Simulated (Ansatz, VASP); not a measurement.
## One calculation of As, two programs

```
As
1.0
     1.76996   -5.40853    0.00000
     1.76996    5.40853    0.00000
     0.00000    0.00000    4.32209
As
4
Direct
  0.11034 0.88966 0.94666
  0.61034 0.38966 0.55334
  0.88966 0.11034 0.05334
  0.38966 0.61034 0.44666
```

Alike in both runs: task single point; functional PBE; k mesh 10 × 10 × 8; occupations gaussian, width 0.05 eV; no spin polarisation.

```csv
,VASP,Ansatz
version,VASP 6.6.1,Ansatz 0.2.0
potentials or method,"VASP PAW PBE potentials, release 64 (As), cutoff 520 eV","scalar-relativistic, plane waves, PAW"
valence electrons in the cell,20,60
```

|  | VASP | Ansatz | Ansatz less VASP |
| --- | --- | --- | --- |
| gap on the k mesh at the Fermi level (eV) | none | none | - |
| pressure (GPa) | 9.0 | 8.5 | -0.45 |
| traceless stress, the component that is largest in VASP (GPa) | 2.25 | 2.32 | +0.068 |
| rms of the force components (eV/Å) | 0.343 | 0.304 | -0.0394 |

Atom by atom the forces differ by 0.047 eV/Å (rms over components). A gap of «none» marks a metal or a gap that the smearing closes. VASP's potentials hold 20 valence electrons a cell and Ansatz's 60, so a difference there can come from the potentials and not from the codes.
